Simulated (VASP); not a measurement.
# SiC (P6_3mc) in VASP: further runs, part 2 of 2

VASP 6.6.1. Earlier steps stand in the parts before.

## 3. Single point, r2SCAN (in-plane strain -0.01)

The input, POSCAR:

```
SiC
1.0
    3.0445829006      0.0000000000      0.0000000000
   -1.5222914503      2.6366861359      0.0000000000
    0.0000000000      0.0000000000      5.0785060574
Si C
2 2
Direct
    0.3333333333      0.6666666667      0.0045985929
    0.6666666667      0.3333333333      0.5045985929
    0.3333333333      0.6666666667      0.3804014071
    0.6666666667      0.3333333333      0.8804014071
```

The input, INCAR.step1:

```
SYSTEM = SiC
PREC     = Accurate       ! precision mode
ENCUT    = 520            ! plane-wave cutoff, eV
ISMEAR   = 0              ! smearing method
SIGMA    = 0.01           ! smearing width, eV
LREAL    = .FALSE.        ! projectors in reciprocal space
LASPH    = .TRUE.         ! aspherical terms in the spheres
NELM     = 80             ! most SCF steps
NBANDS   = 16             ! bands
GGA      = PE             ! functional
ALGO     = Normal         ! electronic algorithm
EDIFF    = 1E-4           ! SCF threshold, eV
LWAVE    = .TRUE.         ! write WAVECAR
LCHARG   = .FALSE.        ! write CHGCAR
```

The input, INCAR.step2:

```
SYSTEM = SiC
PREC     = Accurate       ! precision mode
ENCUT    = 520            ! plane-wave cutoff, eV
EDIFF    = 1E-6           ! SCF threshold, eV
ISMEAR   = 0              ! smearing method
SIGMA    = 0.01           ! smearing width, eV
LREAL    = .FALSE.        ! projectors in reciprocal space
LASPH    = .TRUE.         ! aspherical terms in the spheres
NELM     = 80             ! most SCF steps
ALGO     = Normal         ! electronic algorithm
ISIF     = 2              ! what is computed and relaxed
LWAVE    = .FALSE.        ! write WAVECAR
LCHARG   = .TRUE.         ! write CHGCAR
METAGGA  = R2SCAN         ! meta-GGA
LMIXTAU  = .TRUE.       
LELF     = .TRUE.         ! ELF
LVHAR    = .TRUE.       
NBANDS   = 16             ! bands
ISTART   = 1
```

The input, KPOINTS:

```
Automatic mesh
0
G
  8 8 6
  0 0 0
```

Potentials or basis: VASP PAW PBE potentials, release 64 (Si, C).

Run with:

```console
$ cat potpaw_PBE.64/Si/POTCAR potpaw_PBE.64/C/POTCAR > POTCAR
$ cp INCAR.step1 INCAR
$ mpirun -np 1 vasp_std > vasp.out
$ cp INCAR.step2 INCAR
$ mpirun -np 1 vasp_std > vasp.out
```

OUTCAR:

```text
SYSTEM = SiC
   PREC = Accurate
   ENCUT = 520
   EDIFF = 1E-6
   ISMEAR = 0
   LREAL = .FALSE.
   LASPH = .TRUE.
   NELM = 80
   ISIF = 2
   METAGGA = R2SCAN
   ISTART = 1

 ion  position               nearest neighbor table
   1  0.333  0.667  0.005-   4 1.87   4 1.87   4 1.87   3 1.91   2 3.09   2 3.09   2 3.09   2 3.09
                             2 3.09   2 3.09
   2  0.667  0.333  0.505-   3 1.87   3 1.87   3 1.87   4 1.91   1 3.09   1 3.09   1 3.09   1 3.09
                             1 3.09   1 3.09
   3  0.333  0.667  0.380-   2 1.87   2 1.87   2 1.87   1 1.91
   4  0.667  0.333  0.880-   1 1.87   1 1.87   1 1.87   2 1.91

  LATTYP: Found a hexagonal cell.
 ALAT       =     3.0445829006
 C/A-ratio  =     1.6680465677

  Lattice vectors:

 A1 = (   3.0445829006,   0.0000000000,   0.0000000000)
 A2 = (  -1.5222914503,   2.6366861359,   0.0000000000)
 A3 = (   0.0000000000,   0.0000000000,   5.0785060574)

Analysis of symmetry for initial positions (statically):
=====================================================================
 Subroutine PRICEL returns:
 Original cell was already a primitive cell.

 Routine SETGRP: Setting up the symmetry group for a
[... 179 lines left out ...]
 fundamental gap:      2.8375692136
 Fermi energy:         8.3929049573

 k-point     1 :       0.0000    0.0000    0.0000
  band No.  band energies     occupation
      1      -8.1644      2.00000
      2      -4.6173      2.00000
      3      -0.7931      2.00000
      4       7.0179      2.00000
      5       7.0180      2.00000
      6       8.1224      2.00000
[... 433 lines left out ...]
      3       0.4393      2.00000
      4       1.6834      2.00000
      5       4.0204      2.00000
      6       5.5188      2.00000
[... 8 lines left out ...]
     15      21.0130      0.00000
     16      21.4328      0.00000

 [... further k-points ...]

------------------------ aborting loop because EDIFF is reached ----------------------------------------

  FORCE on cell =-STRESS in cart. coord.  units (eV):
  Direction    XX          YY          ZZ          XY          YZ          ZX
  --------------------------------------------------------------------------------------
  -------------------------------------------------------------------------------------
  Total        1.6526924      1.6526924     -0.8136092      0.0000000      0.0000000      0.0000000
  in kB       64.9501844     64.9501844    -31.9745328      0.0000000      0.0000000      0.0000000
  external PRESSURE =      32.6419453 kB  Pullay stress =       0.0000000 kB

 VOLUME and BASIS-vectors are now :
 -----------------------------------------------------------------------------
  energy-cutoff  :      520.00
  volume of cell :       40.77
      direct lattice vectors                 reciprocal lattice vectors
     3.044582901  0.000000000  0.000000000     0.328452216  0.189631975  0.000000000
    -1.522291450  2.636686136  0.000000000     0.000000000  0.379263950  0.000000000
     0.000000000  0.000000000  5.078506057     0.000000000  0.000000000  0.196908301

 POSITION                                       TOTAL-FORCE (eV/Angst)
 -----------------------------------------------------------------------------------
     -0.00000      1.75779      0.02335         0.000000      0.000000      0.144932
      1.52229      0.87890      2.56261        -0.000000      0.000000      0.144932
     -0.00000      1.75779      1.93187        -0.000000     -0.000000     -0.144932
      1.52229      0.87890      4.47112        -0.000000      0.000000     -0.144932
 -----------------------------------------------------------------------------------
    total drift:                               -0.000000      0.000000     -0.000135

  FREE ENERGIE OF THE ION-ELECTRON SYSTEM (eV)
  ---------------------------------------------------
  free  energy   TOTEN  =       -38.6181794752 eV

  energy  without entropy=      -38.6181794752  energy(sigma->0) =      -38.61817948
```

OUTCAR.step1:

```text
SYSTEM = SiC
   PREC = Accurate
   ENCUT = 520
   ISMEAR = 0
   LREAL = .FALSE.
   LASPH = .TRUE.
   NELM = 80
[... 689 lines left out ...]
      1.52229      0.87890      2.56261        -0.000000      0.000000      0.162975
     -0.00000      1.75779      1.93187         0.000000     -0.000000     -0.162975
      1.52229      0.87890      4.47112        -0.000000      0.000000     -0.162975
 -----------------------------------------------------------------------------------
    total drift:                               -0.000000      0.000000      0.001626

  FREE ENERGIE OF THE ION-ELECTRON SYSTEM (eV)
  ---------------------------------------------------
  free  energy   TOTEN  =       -30.0700130032 eV

  energy  without entropy=      -30.0700130032  energy(sigma->0) =      -30.07001300
```

It took 65 s on 1 thread of Intel Xeon Platinum 8559C (Emerald Rapids), shared host; peak memory 0.16 GiB.

What came out:

| Item | Value |
| --- | --- |
| Free energy | -38.6182 eV |
| Pressure | 3.3 GPa |
| Largest force | 0.145 eV/Å |
| Band gap on the k mesh | 2.84 eV, indirect (least direct gap 4.67 eV) |

Forces in eV/Å, atoms in the order of the input:
```
Si   0.000  0.000  0.145
Si   0.000  0.000  0.145
C    0.000  0.000 -0.145
C    0.000  0.000 -0.145
```

Caveat: the cell differs from its parent crystal (in-plane strain -0.01); the PAW data sets were made with another functional, which shifts forces and pressure a little.

## 4. Single point, r2SCAN (film at in-plane strain -0.01)

The input, POSCAR:

```
SiC
1.0
    3.0445829006      0.0000000000      0.0000000000
   -1.5222914503      2.6366861359      0.0000000000
    0.0000000000      0.0000000000      5.0569587471
Si C
2 2
Direct
    0.3333333333      0.6666666667      0.0052077559
    0.6666666667      0.3333333333      0.5052077559
    0.3333333333      0.6666666667      0.3797922441
    0.6666666667      0.3333333333      0.8797922441
```

The input, INCAR.step1:

```
PREC = Accurate
ENCUT = 520
ISMEAR = 0
SIGMA = 0.01
LREAL = F
LASPH = T
NELM = 60
NBANDS = 16
GGA = PE
ALGO = Normal
EDIFF = 1E-4
LWAVE = T
LCHARG = F
```

The input, INCAR.step2:

```
PREC = Accurate
ENCUT = 520
EDIFF = 1E-7
ISMEAR = 0
SIGMA = 0.01
LREAL = F
LASPH = T
NELM = 60
ALGO = Normal
ISIF = 2
LWAVE = F
LCHARG = T
METAGGA = R2SCAN
LMIXTAU = T
LELF = T
LVHAR = T
NBANDS = 16
ISTART = 1
```

The input, KPOINTS:

```
regular mesh
0
Gamma
  8 8 6
```

Potentials or basis: VASP PAW PBE potentials, release 64 (Si, C).

Run with:

```console
$ cat potpaw_PBE.64/Si/POTCAR potpaw_PBE.64/C/POTCAR > POTCAR
$ cp INCAR.step1 INCAR
$ mpirun -np 1 vasp_std > vasp.out
$ cp INCAR.step2 INCAR
$ mpirun -np 1 vasp_std > vasp.out
```

OUTCAR:

```text
PREC = Accurate
   ENCUT = 520
   EDIFF = 1E-7
   ISMEAR = 0
   LREAL = F
   LASPH = T
   NELM = 60
   ISIF = 2
   METAGGA = R2SCAN
   ISTART = 1

 ion  position               nearest neighbor table
   1  0.333  0.667  0.005-   4 1.87   4 1.87   4 1.87   3 1.89   2 3.08   2 3.08   2 3.08   2 3.08
                             2 3.08   2 3.08
   2  0.667  0.333  0.505-   3 1.87   3 1.87   3 1.87   4 1.89   1 3.08   1 3.08   1 3.08   1 3.08
                             1 3.08   1 3.08
   3  0.333  0.667  0.380-   2 1.87   2 1.87   2 1.87   1 1.89
   4  0.667  0.333  0.880-   1 1.87   1 1.87   1 1.87   2 1.89

  LATTYP: Found a hexagonal cell.
 ALAT       =     3.0445829006
 C/A-ratio  =     1.6609693059

  Lattice vectors:

 A1 = (   3.0445829006,   0.0000000000,   0.0000000000)
 A2 = (  -1.5222914503,   2.6366861359,   0.0000000000)
 A3 = (   0.0000000000,   0.0000000000,   5.0569587471)

Analysis of symmetry for initial positions (statically):
=====================================================================
 Subroutine PRICEL returns:
 Original cell was already a primitive cell.
[... 180 lines left out ...]
 cond. band min:      11.1906825627   @ k =   0.3750   0.2500   0.0000
 fundamental gap:      2.8020342320
 Fermi energy:         8.4559461511

 k-point     1 :       0.0000    0.0000    0.0000
  band No.  band energies     occupation
      1      -8.1492      2.00000
      2      -4.5425      2.00000
      3      -0.7843      2.00000
      4       7.0509      2.00000
      5       7.0509      2.00000
      6       8.1528      2.00000
[... 433 lines left out ...]
      3       0.4646      2.00000
      4       1.7261      2.00000
      5       4.0647      2.00000
      6       5.5542      2.00000
[... 8 lines left out ...]
     15      21.0929      0.00000
     16      21.5353      0.00000

 [... further k-points ...]

------------------------ aborting loop because EDIFF is reached ----------------------------------------

  FORCE on cell =-STRESS in cart. coord.  units (eV):
  Direction    XX          YY          ZZ          XY          YZ          ZX
  --------------------------------------------------------------------------------------
  -------------------------------------------------------------------------------------
  Total        1.6215398      1.6215398     -0.0544352      0.0000000      0.0000000      0.0000000
  in kB       63.9974329     63.9974329     -2.1483991      0.0000000      0.0000000      0.0000000
  external PRESSURE =      41.9488222 kB  Pullay stress =       0.0000000 kB

 VOLUME and BASIS-vectors are now :
 -----------------------------------------------------------------------------
  energy-cutoff  :      520.00
  volume of cell :       40.60
      direct lattice vectors                 reciprocal lattice vectors
     3.044582901  0.000000000  0.000000000     0.328452216  0.189631975  0.000000000
    -1.522291450  2.636686136  0.000000000     0.000000000  0.379263950  0.000000000
     0.000000000  0.000000000  5.056958747     0.000000000  0.000000000  0.197747312

 POSITION                                       TOTAL-FORCE (eV/Angst)
 -----------------------------------------------------------------------------------
     -0.00000      1.75779      0.02634        -0.000000      0.000000     -0.001391
      1.52229      0.87890      2.55481         0.000000     -0.000000     -0.001391
     -0.00000      1.75779      1.92059         0.000000     -0.000000      0.001391
      1.52229      0.87890      4.44907         0.000000     -0.000000      0.001391
 -----------------------------------------------------------------------------------
    total drift:                               -0.000000      0.000000      0.000021

  FREE ENERGIE OF THE ION-ELECTRON SYSTEM (eV)
  ---------------------------------------------------
  free  energy   TOTEN  =       -38.6208734258 eV

  energy  without entropy=      -38.6208734258  energy(sigma->0) =      -38.62087343
```

OUTCAR.step1:

```text
PREC = Accurate
   ENCUT = 520
   ISMEAR = 0
   LREAL = F
[... 690 lines left out ...]
     -0.00000      1.75779      0.02634        -0.000000      0.000000      0.015337
      1.52229      0.87890      2.55481        -0.000000      0.000000      0.015337
     -0.00000      1.75779      1.92059         0.000000      0.000000     -0.015337
      1.52229      0.87890      4.44907         0.000000     -0.000000     -0.015337
 -----------------------------------------------------------------------------------
    total drift:                               -0.000000      0.000000      0.001245

  FREE ENERGIE OF THE ION-ELECTRON SYSTEM (eV)
  ---------------------------------------------------
  free  energy   TOTEN  =       -30.0689290783 eV

  energy  without entropy=      -30.0689290783  energy(sigma->0) =      -30.06892908
```

Run time: 69 s. Hardware: 1 thread of Intel Xeon Platinum 8559C (Emerald Rapids), shared host; peak memory 0.17 GiB.

Results:

```
Free energy            : -38.6209 eV
Pressure               : 4.2 GPa
Band gap on the k mesh : 2.80 eV, indirect (least direct gap 4.63 eV)
```

Caveat: the cell differs from its parent crystal (film at in-plane strain -0.01); the PAW data sets were made with another functional, which shifts forces and pressure a little. A k mesh can miss the band edges.

## 5. Single point, r2SCAN (in-plane strain -0.005, then relaxed in part)

The input, POSCAR:

```
SiC
1.0
    3.0599595819      0.0000000000      0.0000000000
   -1.5299797910      2.6500027325      0.0000000000
    0.0000000000      0.0000000000      5.0521731682
Si C
2 2
Direct
    0.3333333333      0.6666666667      0.0048816037
    0.6666666667      0.3333333333      0.5048816037
    0.3333333333      0.6666666667      0.3801183963
    0.6666666667      0.3333333333      0.8801183963
```

The input, INCAR.step1:

```
PREC = Accurate ; ENCUT = 520
ISMEAR = 0 ; SIGMA = 0.01
LREAL = F ; LASPH = T
NELM = 80 ; NBANDS = 16
GGA = PE ; ALGO = Normal
EDIFF = 1E-4 ; LWAVE = T
LCHARG = F
```

The input, INCAR.step2:

```
PREC = Accurate ; ENCUT = 520
EDIFF = 1E-6 ; ISMEAR = 0
SIGMA = 0.01 ; LREAL = F
LASPH = T ; NELM = 80
ALGO = Normal ; ISIF = 2
LWAVE = F ; LCHARG = T
METAGGA = R2SCAN ; LMIXTAU = T
LELF = T ; LVHAR = T
NBANDS = 16 ; ISTART = 1
```

KPOINTS is that of step 4.

Potentials or basis: VASP PAW PBE potentials, release 64 (Si, C).

Run with:

```console
$ cat potpaw_PBE.64/Si/POTCAR potpaw_PBE.64/C/POTCAR > POTCAR
$ cp INCAR.step1 INCAR
$ mpirun -np 1 vasp_std > vasp.out
$ cp INCAR.step2 INCAR
$ mpirun -np 1 vasp_std > vasp.out
```

OUTCAR:

```text
PREC = Accurate
   ENCUT = 520
   EDIFF = 1E-6
   ISMEAR = 0
   LREAL = F
   LASPH = T
   NELM = 80
   ISIF = 2
   METAGGA = R2SCAN
   ISTART = 1

 ion  position               nearest neighbor table
   1  0.333  0.667  0.005-   4 1.88   4 1.88   4 1.88   3 1.90   2 3.08   2 3.08   2 3.08   2 3.08
                             2 3.08   2 3.08
   2  0.667  0.333  0.505-   3 1.88   3 1.88   3 1.88   4 1.90   1 3.08   1 3.08   1 3.08   1 3.08
                             1 3.08   1 3.08
   3  0.333  0.667  0.380-   2 1.88   2 1.88   2 1.88   1 1.90
[... 661 lines left out ...]
  Direction    XX          YY          ZZ          XY          YZ          ZX
  --------------------------------------------------------------------------------------
  -------------------------------------------------------------------------------------
  Total        0.7794846      0.7794846     -0.0409702     -0.0000000      0.0000000      0.0000000
  in kB       30.4844154     30.4844154     -1.6022812     -0.0000000      0.0000000      0.0000000
  external PRESSURE =      19.7888498 kB  Pullay stress =       0.0000000 kB

 VOLUME and BASIS-vectors are now :
 -----------------------------------------------------------------------------
  energy-cutoff  :      520.00
  volume of cell :       40.97
      direct lattice vectors                 reciprocal lattice vectors
     3.059959582  0.000000000  0.000000000     0.326801702  0.188679051  0.000000000
    -1.529979791  2.650002732  0.000000000     0.000000000  0.377358101  0.000000000
     0.000000000  0.000000000  5.052173168     0.000000000  0.000000000  0.197934625

 POSITION                                       TOTAL-FORCE (eV/Angst)
 -----------------------------------------------------------------------------------
     -0.00000      1.76667      0.02466        -0.000000      0.000000      0.000760
      1.52998      0.88333      2.55075        -0.000000     -0.000000      0.000760
     -0.00000      1.76667      1.92042         0.000000     -0.000000     -0.000760
      1.52998      0.88333      4.44651         0.000000     -0.000000     -0.000760
 -----------------------------------------------------------------------------------
    total drift:                               -0.000000     -0.000000     -0.000143

  FREE ENERGIE OF THE ION-ELECTRON SYSTEM (eV)
  ---------------------------------------------------
  free  energy   TOTEN  =       -38.6331035671 eV

  energy  without entropy=      -38.6331035671  energy(sigma->0) =      -38.63310357
```

OUTCAR.step1:

```text
PREC = Accurate
   ENCUT = 520
   ISMEAR = 0
   LREAL = F
[... 690 lines left out ...]
     -0.00000      1.76667      0.02466         0.000000     -0.000000      0.009882
      1.52998      0.88333      2.55075        -0.000000      0.000000      0.009882
     -0.00000      1.76667      1.92042        -0.000000     -0.000000     -0.009882
      1.52998      0.88333      4.44651         0.000000      0.000000     -0.009882
 -----------------------------------------------------------------------------------
    total drift:                               -0.000000     -0.000000      0.000620

  FREE ENERGIE OF THE ION-ELECTRON SYSTEM (eV)
  ---------------------------------------------------
  free  energy   TOTEN  =       -30.0894211205 eV

  energy  without entropy=      -30.0894211205  energy(sigma->0) =      -30.08942112
```

OSZICAR.step1:

```text
N       E                     dE             d eps       ncg     rms          rms(c)
DAV:   1     0.247349982873E+02    0.24735E+02   -0.72132E+03  1280   0.900E+02
DAV:   2    -0.314574000953E+02   -0.56192E+02   -0.51757E+02  1848   0.158E+02
DAV:   3    -0.338536060041E+02   -0.23962E+01   -0.23887E+01  1736   0.302E+01
DAV:   4    -0.338703995420E+02   -0.16794E-01   -0.16792E-01  1520   0.312E+00
DAV:   5    -0.338705643093E+02   -0.16477E-03   -0.16476E-03  1720   0.291E-01    0.126E+01
DAV:   6    -0.301825583795E+02    0.36880E+01   -0.65742E+00  1600   0.157E+01    0.571E+00
DAV:   7    -0.301077540221E+02    0.74804E-01   -0.11649E+00  1808   0.626E+00    0.251E+00
DAV:   8    -0.300908012793E+02    0.16953E-01   -0.49412E-02  1464   0.141E+00    0.638E-01
DAV:   9    -0.300890909764E+02    0.17103E-02   -0.78917E-03  1672   0.602E-01    0.123E-01
DAV:  10    -0.300893959205E+02   -0.30494E-03   -0.10179E-03  1536   0.186E-01    0.574E-02
DAV:  11    -0.300894211205E+02   -0.25200E-04   -0.81032E-05  1104   0.684E-02
   1 F= -.30089421E+02 E0= -.30089421E+02  d E =-.423521E-58
```

It took 59 s on 1 thread of Intel Xeon Platinum 8559C (Emerald Rapids), shared host; peak memory 0.16 GiB.

What came out:

* Free energy: -38.6331 eV
* Pressure: 2.0 GPa
* Band gap on the k mesh: 2.86 eV, indirect (least direct gap 4.55 eV)

Caveat: the cell differs from its parent crystal (in-plane strain -0.005, then relaxed in part); the PAW data sets were made with another functional, which shifts forces and pressure a little.

## 6. The runs side by side

```tsv
cell	gap on the mesh (eV)	pressure (GPa)
a = 3.045, b = 3.045, c = 5.057 Å, angles 90.0, 90.0, 120.0°, 4 atoms	2.80	4.2
a = 3.045, b = 3.045, c = 5.079 Å, angles 90.0, 90.0, 120.0°, 4 atoms	2.84	3.3
a = 3.060, b = 3.060, c = 5.052 Å, angles 90.0, 90.0, 120.0°, 4 atoms	2.86	2.0
```

Alike in all rows: task single point; level r2SCAN; potentials or basis VASP PAW PBE potentials, release 64 (Si, C); no spin polarisation; k mesh 8 × 8 × 6; cutoff (eV) 520; smearing gaussian 0.01 eV.

Caveats: the PAW data sets were made with another functional, which shifts forces and pressure a little.

Absolute energies hang on the potentials; compare differences alone.
